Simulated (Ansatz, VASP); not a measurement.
**AlGa3As4 in VASP and in Ansatz**

```xyz
8
Lattice="5.7440 0.0000 0.0000 0.0000 5.7440 0.0001 0.0000 0.0001 5.7442" Properties=species:S:1:pos:R:3 pbc="T T T"
Al    2.8712    2.8722    2.8720
Ga    2.8728    0.0003   -0.0010
Ga    0.0006   -0.0003    2.8722
Ga   -0.0006    2.8718    0.0011
As    4.3031    1.4420    4.3021
As    4.3021    4.3030    1.4418
As    1.4417    1.4408    1.4410
As    1.4410    4.3024    4.3038
```

Change from the starting cell: cell x1, atoms moved at random (sigma 0.05 Å) and cell strained at random (1.5 %), then relaxed without symmetry.

Alike in both runs: functional PBE; k mesh 2 × 2 × 2; occupations gaussian, width 0.1 eV; no spin polarisation.

Ansatz relaxed the structure, and its values are those at the end. VASP's run is a single point on that final structure, the one shown.

|  | VASP | Ansatz |
| --- | --- | --- |
| version | VASP 6.6.1 | Ansatz 0.2.0 |
| potentials or method | VASP PAW PBE potentials, release 64 (Al, Ga_d, As), cutoff 520 eV | scalar-relativistic, plane waves, PAW |
| valence electrons in the cell | 62 | 102 |

```csv
,VASP,Ansatz,Ansatz less VASP
gap on the k mesh at the Fermi level (eV),0.52,0.52,-0.002
least direct gap on the mesh (eV),0.52,0.52,-0.002
pressure (GPa),0.2,0.0,-0.16
```

The functional is the same, so the differences come from potentials, cutoffs and numerics. VASP's potentials hold 62 valence electrons a cell and Ansatz's 102, so a difference there can come from the potentials and not from the codes.

The k mesh is coarse, so the values compare programs but aren't converged.
